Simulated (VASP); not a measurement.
# HfBeC2N (Pc) in VASP: further runs

Runs on HfBeC2N. Level: PBE. Tasks: single point.

All numbers are computed with VASP 6.6.1; they aren't measurements. Logs are shortened: lines on timing, memory, paths and dates and some standing lists are left out, and cuts for length are marked.

### 1 The cell of the first run

Symmetry: Pc, No. 7, monoclinic system. The conventional cell has a = 3.226 Å, b = 4.790 Å, c = 6.419 Å, α = 90.00°, β = 91.56°, γ = 90.00°. Hf (site symmetry 1) has 4 N at 2.24 to 2.38 Å and 4 C at 2.46 to 2.53 Å and 3 Be at 2.80 to 2.93 Å within 3.0 Å. Within 2.3 Å of Be (site symmetry 1) lie 1 N at 1.73 Å and 4 C at 1.75 to 2.04 Å. C (site symmetry 1) has 1 C at 1.30 Å and 1 Be at 1.76 Å within 1.8 Å. C (site symmetry 1) has 1 C at 1.30 Å and 1 Be at 1.75 Å within 1.8 Å. Within 2.4 Å of N (site symmetry 1) lie 1 Be at 1.73 Å and 4 Hf at 2.24 to 2.38 Å.

### 2 Single point, PBE

Contents of INCAR:

```
SYSTEM = HfBeC2N
PREC = Accurate ; ENCUT = 520
EDIFF = 1E-6 ; ISMEAR = 0
SIGMA = 0.1 ; LREAL = .FALSE.
LASPH = .TRUE. ; NELM = 100
ALGO = Normal ; ISIF = 2
LWAVE = .FALSE. ; LCHARG = .TRUE.
GGA = PE ; LELF = .TRUE.
LVHAR = .TRUE. ; NBANDS = 36
```

Contents of KPOINTS:

```
Automatic mesh
0
G
  6 4 4
  0 0 0
```

Contents of POSCAR:

```
HfBeC2N
1.0
    3.2259016749      0.0000000000     -0.0024211408
    0.0000000000      4.7895596649      0.0000000000
   -0.1699502556      0.0000000000      6.4166096492
Hf Be C N
2 2 4 2
Direct
    0.5905794512      0.9997754099      0.2049005527
    0.5905794512      0.0002245901      0.7049005527
    0.0459278987      0.6110614664      0.4781704099
    0.0459278987      0.3889385336      0.9781704099
    0.7878996088      0.4923642759      0.2507163925
    0.7878996088      0.5076357241      0.7507163925
    0.5003896615      0.5030249993      0.1058780746
    0.5003896615      0.4969750007      0.6058780746
    0.0765690526      0.9717101435      0.4624267056
    0.0765690526      0.0282898565      0.9624267056
```

Potentials or basis: VASP PAW PBE potentials, release 64 (Hf_pv, Be, C, N).

Run with:

```
cat potpaw_PBE.64/Hf_pv/POTCAR potpaw_PBE.64/Be/POTCAR potpaw_PBE.64/C/POTCAR potpaw_PBE.64/N/POTCAR > POTCAR
mpirun -np 1 vasp_std > vasp.out
```

OUTCAR:

```text
SYSTEM = HfBeC2N
   PREC = Accurate
   ENCUT = 520
   EDIFF = 1E-6
   ISMEAR = 0
   LREAL = .FALSE.
   LASPH = .TRUE.
   NELM = 100
   ISIF = 2
   GGA = PE

 ion  position               nearest neighbor table
   1  0.591  1.000  0.205-  10 2.24  10 2.25   9 2.25   9 2.38   5 2.46   7 2.48   7 2.51   5 2.53
                             4 2.80   4 2.92   3 2.93   3 3.13   2 3.21   2 3.21
   2  0.591  0.000  0.705-   9 2.24   9 2.25  10 2.25  10 2.38   6 2.46   8 2.48   8 2.51   6 2.53
                             3 2.80   3 2.92   4 2.93   4 3.13   1 3.21   1 3.21
   3  0.046  0.611  0.478-   9 1.73   8 1.75   5 1.76   6 2.02   8 2.04   2 2.80   2 2.92   1 2.93
                             1 3.13
   4  0.046  0.389  0.978-  10 1.73   7 1.75   6 1.76   5 2.02   7 2.04   1 2.80   1 2.92   2 2.93
                             2 3.13
   5  0.788  0.492  0.251-   7 1.30   3 1.76   4 2.02   1 2.46   1 2.53
   6  0.788  0.508  0.751-   8 1.30   4 1.76   3 2.02   2 2.46   2 2.53
   7  0.500  0.503  0.106-   5 1.30   4 1.75   4 2.04   1 2.48   1 2.51
   8  0.500  0.497  0.606-   6 1.30   3 1.75   3 2.04   2 2.48   2 2.51
   9  0.077  0.972  0.462-   3 1.73   2 2.24   2 2.25   1 2.25   1 2.38
  10  0.077  0.028  0.962-   4 1.73   1 2.24   1 2.25   2 2.25   2 2.38

  LATTYP: Found a simple monoclinic cell.
 ALAT       =     3.2259025835
 B/A-ratio  =     1.4847192502
 C/A-ratio  =     1.9897872731
 COS(beta)  =    -0.0272269650

  Lattice vectors:

 A1 = (   3.2259016749,   0.0000000000,  -0.0024211408)
 A2 = (   0.0000000000,   4.7895596649,   0.0000000000)
 A3 = (  -0.1699502556,   0.0000000000,   6.4166096492)

Analysis of symmetry for initial positions (statically):
=====================================================================
 Subroutine PRICEL returns:
 Original cell was already a primitive cell.

 Routine SETGRP: Setting up the symmetry group for a
 simple monoclinic supercell.

 Subroutine GETGRP returns: Found  2 space group operations
 (whereof  1 operations were pure point group operations)
 out of a pool of  4 trial point group operations.

The static configuration has the point symmetry C_1 .
 The point group associated with its full space group is C_1h.

Analysis of symmetry for dynamics (positions and initial velocities):
=====================================================================
 Subroutine PRICEL returns:
 Original cell was already a primitive cell.

 Routine SETGRP: Setting up the symmetry group for a
 simple monoclinic supercell.

 Subroutine GETGRP returns: Found  2 space group operations
 (whereof  1 operations were pure point group operations)
 out of a pool of  4 trial point group operations.

The dynamic configuration has the point symmetry C_1 .
 The point group associated with its full space group is C_1h.

 Subroutine INISYM returns: Found  2 space group operations
 (whereof  1 operations are pure point group operations),
 and found     1 'primitive' translations

----------------------------------------------------------------------------------------

                                     Primitive cell

  volume of cell :      99.1388

  direct lattice vectors                    reciprocal lattice vectors
     3.225901675  0.000000000 -0.002421141     0.309997012  0.000000000  0.008210578
     0.000000000  4.789559665  0.000000000     0.000000000  0.208787461  0.000000000
    -0.169950256  0.000000000  6.416609649     0.000116969  0.000000000  0.155848639

  length of vectors
     3.225902583  4.789559665  6.418859905     0.310105725  0.208787461  0.155848683

  position of ions in fractional coordinates (direct lattice)
     0.590579451  0.999775410  0.204900553
     0.590579451  0.000224590  0.704900553
     0.045927899  0.611061466  0.478170410
     0.045927899  0.388938534  0.978170410
     0.787899609  0.492364276  0.250716393
     0.787899609  0.507635724  0.750716393
     0.500389662  0.503024999  0.105878075
     0.500389662  0.496975001  0.605878075
     0.076569053  0.971710143  0.462426706
     0.076569053  0.028289857  0.962426706

  ion indices of the primitive-cell ions
   primitive index   ion index
                 1           1
                 2           2
                 3           3
                 4           4
                 5           5
                 6           6
                 7           7
                 8           8
                 9           9
                10          10

----------------------------------------------------------------------------------------

 KPOINTS: Automatic mesh

Automatic generation of k-mesh.
 Grid dimensions read from file:
 generate k-points for:    6    4    4

 Generating k-lattice:

  Cartesian coordinates                     Fractional coordinates (reciprocal lattice)
     0.051666169  0.000000000  0.001368430     0.166666667  0.000000000  0.000000000
     0.000000000  0.052196865  0.000000000     0.000000000  0.250000000  0.000000000
     0.000029242  0.000000000  0.038962160     0.000000000  0.000000000  0.250000000

  Length of vectors
     0.051684288  0.052196865  0.038962171

  Shift w.r.t. Gamma in fractional coordinates (k-lattice)
     0.000000000  0.000000000  0.000000000

 Subroutine IBZKPT returns following result:
 ===========================================

 Found     42 irreducible k-points:

 Following reciprocal coordinates:
            Coordinates               Weight
  0.000000  0.000000  0.000000      1.000000
  0.166667  0.000000  0.000000      2.000000
  0.333333  0.000000  0.000000      2.000000
  0.500000  0.000000  0.000000      1.000000
  0.000000  0.250000  0.000000      2.000000
  0.166667  0.250000  0.000000      4.000000
[... 16 lines left out ...]
 -0.333333  0.250000  0.250000      4.000000
 -0.166667  0.250000  0.250000      4.000000
 [... further k-points ...]
   k-points           NKPTS =     42   k-points in BZ     NKDIM =     42   number of bands    NBANDS=     36
   number of dos      NEDOS =    301   number of ions     NIONS =     10
   total plane-waves  NPLWV =  41472
   dimension x,y,z NGX =    24 NGY =   36 NGZ =   48
   dimension x,y,z NGXF=    48 NGYF=   72 NGZF=   96
   ions per type =               2   2   4   2
   NGX,Y,Z   is equivalent  to a cutoff of  12.37, 12.50, 12.43 a.u.
   NGXF,Y,Z  is equivalent  to a cutoff of  24.74, 24.99, 24.86 a.u.
 SYSTEM =  HfBeC2N
   PREC   = accura    normal or accurate (medium, high low for compatibility)
   ISTART =      0    job   : 0-new  1-cont  2-samecut
   ICHARG =      2    charge: 1-file 2-atom 10-const
   ISPIN  =      1    spin polarized calculation?
   LNONCOLLINEAR =      F non collinear calculations
   LSORBIT =      F    spin-orbit coupling
   LASPH  =      T    aspherical Exc in radial PAW
   ENCUT  =  520.0 eV  38.22 Ry    6.18 a.u.   6.00  8.91 11.93*2*pi/ulx,y,z
   NELM   =    100;   NELMIN=  2; NELMDL= -5     # of ELM steps
   EDIFF  = 0.1E-05   stopping-criterion for ELM
   LREAL  =      F    real-space projection
   EDIFFG = 0.1E-04   stopping-criterion for IOM
   NSW    =      0    number of steps for IOM
   IBRION =     -1    ionic relax: 0-MD 1-quasi-New 2-CG
   NFREE  =      0    steps in history (QN), initial steepest desc. (CG)
   ISIF   =      2    stress and relaxation
   ISYM   =      2    0-nonsym 1-usesym 2-fastsym
   POTIM  = 0.5000    time-step for ionic-motion
   TEBEG  =    0.0;   TEEND  =   0.0 temperature during run
   PSTRESS=    0.0 pullay stress
   NELECT =      50.0000    total number of electrons
   NUPDOWN=      -1.0000    fix difference up-down
   EMIN   =  10.00;   EMAX   =-10.00  energy-range for DOS
   EFERMI =   0.00;   METHOD = LEGACY
   ISMEAR =     0;   SIGMA  =   0.10  broadening in eV -4-tet -1-fermi 0-gaus
   EFERMI_NEDOS =   21; number of points for ismear=-14 and -15
   IALGO  =     38    algorithm
   IMIX   =      4    mixing-type and parameters
     AMIX     =   0.40;   BMIX     =  1.00
     AMIX_MAG =   1.60;   BMIX_MAG =  1.00
  volume/ion in A,a.u.               =       9.91        66.90
  Fermi-wavevector in a.u.,A,eV,Ry     =   1.303118  2.462535 23.104263  1.698115
  Thomas-Fermi vector in A             =   2.434141
   LORBIT       =      0    0 simple, 1 ext, 2 COOP (PROOUT), +10 PAW based schemes
   GGA     = PE    functional components
   LHFCALC =     F    Hartree Fock is set to
   AEXX    =    0.0000 exact exchange contribution
   IVDW    =     0    specifies the selected vdW correction
   LEPSILON=     F    determine dielectric tensor
   LRPA    =     F    only Hartree local field effects (RPA)
 non-spin polarized calculation
 Gauss-broadening in eV      SIGMA  =   0.10
  energy-cutoff  :      520.00
  volume of cell :       99.14
 maximum number of plane-waves:      2694
   NGX = 11   NGY = 17   NGZ = 23

 number of electron      50.0000000 magnetization

 Free energy of the ion-electron system (eV)
  ---------------------------------------------------
  ext. energy  EPLUGINS =         0.00000000
  ---------------------------------------------------
  free energy    TOTEN  =       -82.97262134 eV

  energy without entropy =      -82.96262251  energy(sigma->0) =      -82.96762192

 E-fermi :   6.7032     XC(G=0): -11.5885

 val. band max:        6.7014375852   @ k =   0.1667   0.0000   0.2500
 cond. band min:       6.7063943615   @ k =   0.0000   0.0000   0.2500
 fundamental gap:      0.0049567763
 Fermi energy:         6.7031804982

 k-point     1 :       0.0000    0.0000    0.0000
  band No.  band energies     occupation
      1     -25.3171      2.00000
      2     -25.2168      2.00000
      3     -25.2159      2.00000
      4     -24.8897      2.00000
      5     -24.7489      2.00000
      6     -24.7359      2.00000
[... 28 lines left out ...]
     35      10.8519      0.00000
     36      11.0236      0.00000
[... 866 lines left out ...]
      6     -24.7985      2.00000
[... 28 lines left out ...]
     35      11.3227      0.00000
     36      11.5380      0.00000

 [... further k-points ...]

------------------------ aborting loop because EDIFF is reached ----------------------------------------

  FORCE on cell =-STRESS in cart. coord.  units (eV):
  Direction    XX          YY          ZZ          XY          YZ          ZX
  --------------------------------------------------------------------------------------
  -------------------------------------------------------------------------------------
  Total       -0.5835597     -0.3924898     -0.6152353      0.0000000      0.0000000      0.0724806
  in kB       -9.4308790     -6.3430079     -9.9427868      0.0000000      0.0000000      1.1713552
  external PRESSURE =      -8.5722245 kB  Pullay stress =       0.0000000 kB

 VOLUME and BASIS-vectors are now :
 -----------------------------------------------------------------------------
  energy-cutoff  :      520.00
  volume of cell :       99.14
      direct lattice vectors                 reciprocal lattice vectors
     3.225901675  0.000000000 -0.002421141     0.309997012  0.000000000  0.008210578
     0.000000000  4.789559665  0.000000000     0.000000000  0.208787461  0.000000000
    -0.169950256  0.000000000  6.416609649     0.000116969  0.000000000  0.155848639

 POSITION                                       TOTAL-FORCE (eV/Angst)
 -----------------------------------------------------------------------------------
      1.87033      4.78848      1.31334         0.013131      0.011754     -0.027258
      1.78535      0.00108      4.52164         0.013131     -0.011754     -0.027258
      0.06689      2.92672      3.06812        -0.013959     -0.029146     -0.001757
     -0.01808      1.86284      6.27643        -0.013959      0.029146     -0.001757
      2.49908      2.35821      1.60684         0.056985      0.020308      0.069782
      2.41410      2.43135      4.81515         0.056985     -0.020308      0.069782
      1.59621      2.40927      0.67817        -0.046064     -0.017923     -0.053411
      1.51124      2.38029      3.88647        -0.046064      0.017923     -0.053411
      0.16841      4.65406      2.96703        -0.010093      0.054174      0.012643
      0.08344      0.13550      6.17533        -0.010093     -0.054174      0.012643
 -----------------------------------------------------------------------------------
    total drift:                                0.000263      0.000000     -0.000475

  FREE ENERGIE OF THE ION-ELECTRON SYSTEM (eV)
  ---------------------------------------------------
  free  energy   TOTEN  =       -82.9726213403 eV

  energy  without entropy=      -82.9626225066  energy(sigma->0) =      -82.96762192
```

It took 70 s on 1 thread of Intel Xeon 6975P-C (Granite Rapids), shared host; peak memory 0.27 GiB.

Results:

```yaml
Free_energy: -82.9726 eV
Pressure: -0.9 GPa
Largest_force: 0.092 eV/Å
Band_gap_on_the_k_mesh: zero (bands 25 and 26 overlap by 2.12 eV)
```

Forces in eV/Å, atoms in the order of the input:
```
Hf   0.013  0.012 -0.027
Hf   0.013 -0.012 -0.027
Be  -0.014 -0.029 -0.002
Be  -0.014  0.029 -0.002
C    0.057  0.020  0.070
C    0.057 -0.020  0.070
C   -0.046 -0.018 -0.053
C   -0.046  0.018 -0.053
N   -0.010  0.054  0.013
N   -0.010 -0.054  0.013
```

Caveat: spin-orbit coupling is left out, which moves the levels of the heavy elements.

### 3 Single point, PBE

This run uses another cell than the first one, of 9.96 Å³/atom.

Contents of INCAR:

```
SYSTEM = HfBeC2N
PREC = Accurate
ENCUT = 520
EDIFF = 1E-7
ISMEAR = 0
SIGMA = 0.1
LREAL = .False.
LASPH = .True.
NELM = 80
ALGO = Normal
ISIF = 2
LWAVE = .False.
LCHARG = .True.
GGA = PE
LELF = .True.
LVHAR = .True.
NBANDS = 36
```

Contents of KPOINTS:

```
Automatic mesh
0
Gamma
  6 4 4
  0 0 0
```

Contents of POSCAR:

```
HfBeC2N
1.0
    3.2134179540      0.0000000000      0.0000000000
    0.0000000000      4.8225637152      0.0000000000
   -0.1644672992      0.0000000000      6.4291455482
Hf Be C N
2 2 4 2
Direct
    0.5827361494      0.9982225139      0.2103537575
    0.5827361494      0.0017774861      0.7103537575
    0.0515844438      0.6116759734      0.4753056899
    0.0515844438      0.3883240266      0.9753056899
    0.7935592978      0.4954450493      0.2471661589
    0.7935592978      0.5045549507      0.7471661589
    0.5028650998      0.5073953977      0.1040236895
    0.5028650998      0.4926046023      0.6040236895
    0.0706206821      0.9705058942      0.4652428395
    0.0706206821      0.0294941058      0.9652428395
```

Potentials or basis: VASP PAW PBE potentials, release 64 (Hf_pv, Be, C, N).

Run with:

```
cat potpaw_PBE.64/Hf_pv/POTCAR potpaw_PBE.64/Be/POTCAR potpaw_PBE.64/C/POTCAR potpaw_PBE.64/N/POTCAR > POTCAR
mpirun -np 1 vasp_std > vasp.out
```

Run time: 74 s. Hardware: 1 thread of Intel Xeon 6975P-C (Granite Rapids), shared host; peak memory 0.27 GiB.

It converged, with:

| Quantity | Value |
| --- | --- |
| Free energy | -82.9405 eV |
| Pressure | -1.8 GPa |
| Largest force | 0.308 eV/Å |
| Band gap on the k mesh | zero (bands 25 and 26 overlap by 2.07 eV) |

Forces on the atoms (eV/Å):
```
Hf   0.124  0.197 -0.201
Hf   0.124 -0.197 -0.201
Be  -0.167 -0.055  0.094
Be  -0.167  0.055  0.094
C   -0.009  0.001  0.143
C   -0.009 -0.001  0.143
C    0.007 -0.124 -0.083
C    0.007  0.124 -0.083
N    0.046  0.037  0.047
N    0.046 -0.037  0.047
```

Stress tensor (GPa, compression positive):
```
-0.52  0.00 -0.07
 0.00 -2.94  0.00
-0.07  0.00 -1.93
```

Levels at points of the mesh, in eV from the Fermi level:
```
           k point  band 22  band 23  band 24  band 25  band 26  band 27  band 28  band 29
(0.00, 0.00, 0.00)    -2.87    -2.52    -2.19    -1.73    -0.05     0.09     0.68     1.89
(0.50, 0.00, 0.00)    -3.33    -3.24    -3.10    -2.68    -0.37     0.79     2.26     2.57
(0.00, 0.50, 0.00)    -2.80    -2.61    -2.55    -1.85    -1.00     0.54     1.71     2.71
(0.50, 0.50, 0.00)    -3.72    -3.37    -2.73     0.51     0.99     1.13     1.15     1.78
(0.00, 0.00, 0.50)    -3.54    -3.07    -3.07    -0.02    -0.02     0.58     0.58     1.96
(0.50, 0.00, 0.50)    -4.45    -3.29    -3.29    -0.86    -0.86     0.92     0.92     2.95
(0.00, 0.50, 0.50)    -3.65    -3.23    -3.23     0.28     0.28     1.33     1.33     2.06
(0.50, 0.50, 0.50)    -4.09    -3.17    -3.17     0.76     0.76     1.82     1.82     2.00
```

Caveat: spin-orbit coupling is left out, which moves the levels of the heavy elements.

The gap in the log of VASP goes by the Fermi energy; the results here count the filled bands.